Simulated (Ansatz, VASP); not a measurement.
# One calculation of Pb, two programs

```xyz
1
Lattice="-1.9347 1.9347 1.9347 1.9347 -1.9347 1.9347 1.9347 1.9347 -1.9347" Properties=species:S:1:pos:R:3 pbc="T T T"
Pb    0.0000    0.0000    0.0000
```

Alike in both runs: functional LDA; k mesh 15 × 15 × 15; occupations fermi-dirac, width 0.05 eV; no spin polarisation.

Ansatz relaxed the structure, and its values are those at the end. VASP's run is a single point on that final structure, the one shown.

```csv
,VASP,Ansatz
version,VASP 6.6.1,Ansatz 0.2.0
potentials or method,"VASP PAW LDA potentials, release 64 (Pb_d), cutoff 520 eV","all-electron LAPW, scalar-relativistic"
```

```csv
,VASP,Ansatz,Ansatz less VASP
pressure (GPa),0.0,0.0,-0.03
```

LDA's correlation is that of Perdew and Zunger in VASP and of Perdew and Wang (1992) in Ansatz. Ansatz ran all-electron here, and VASP with PAW potentials.

Neither program's run includes spin-orbit coupling.
